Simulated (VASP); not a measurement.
Mg: single point with PBEsol

Mg:

```
Mg
1.0
     3.17328    0.00000    0.00000
    -1.58664    2.74814    0.00000
     0.00000    0.00000    5.15182
Mg
2
Direct
  0.33333 0.66667 0.25000
  0.66667 0.33333 0.75000
```

```yaml
Program: VASP 6.6.1
Task: single point
Functional: PBEsol
Potentials_or_basis: VASP PAW PBE potentials, release 64 (Mg)
Cutoff: 520 eV
k_mesh: 9 × 9 × 5
Occupations: methfessel-paxton, width 0.1 eV
Spin: no spin polarisation
Dipole_correction: no
Further_INCAR_settings: ALGO = Normal; EDIFF = 1e-06; NBANDS = 9
```

```
Pressure               : 0.0 GPa
Band gap on the k mesh : zero (bands 2 and 3 overlap by 2.22 eV)
```

Stress tensor (GPa, compression positive):
```
-0.18  0.00  0.00
 0.00 -0.18  0.00
 0.00  0.00  0.29
```

Levels at points of the mesh, in eV from the Fermi level:
```csv
k point,band 1,band 2,band 3,band 4,band 5,band 6,band 7
"(0.00, 0.00, 0.00)",-6.98,-1.68,-1.20,11.09,11.09,11.26,11.26
```

Run time: 10 s on 1 thread of Intel Xeon 8259CL, with other jobs on the host, peak memory 0.16 GiB.

Caveat: the PAW data sets were made with another functional, which shifts forces and pressure a little.
